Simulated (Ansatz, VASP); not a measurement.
**One calculation of Sb, two programs**

```xyz
2
Lattice="2.1542 1.2437 3.7580 -2.1542 1.2437 3.7580 0.0000 -2.4875 3.7580" Properties=species:S:1:pos:R:3 pbc="T T T"
Sb    0.0000    0.0000    8.6416
Sb    0.0000    0.0000    2.6324
```

Alike in both runs: task relaxation of cell and atoms; functional RPBE; dispersion D3(BJ); k mesh 8 × 8 × 8; occupations fermi-dirac, width 0.05 eV; no spin polarisation.

|  | VASP | Ansatz |
| --- | --- | --- |
| version | VASP 6.6.1 | Ansatz 0.2.0 |
| potentials or method | VASP PAW PBE potentials, release 64 (Sb) | Ansatz PAW |
| plane-wave cutoff (eV) | 600 | 420 |
| valence electrons in the cell | 10 | 30 |

Ansatz gave:

* gap on the k mesh at the Fermi level, each at its own relaxed structure (eV): none
* relaxed volume (Å³/atom): 23.12
* relaxed cell length with the largest relative difference (Å): 4.154

What did VASP give for the same quantities?

gap on the k mesh at the Fermi level, each at its own relaxed structure (eV): none; relaxed volume (Å³/atom): 23.16; relaxed cell length with the largest relative difference (Å): 4.155.

VASP's potentials were made for PBE, not for RPBE. A gap of «none» marks a metal or a gap that the smearing closes. VASP's potentials hold 10 valence electrons a cell and Ansatz's 30, so a difference there can come from the potentials and not from the codes.

Neither program's run includes spin-orbit coupling. Noted on VASP's run: the volume moved by over 15 % at a fixed basis, so the end points are rough. Noted on Ansatz's run: the volume moved by over 15 % at a fixed basis, so the end points are rough; the plane-wave basis is chosen anew once the cell has moved, so the energies of steps on either side of that aren't comparable.
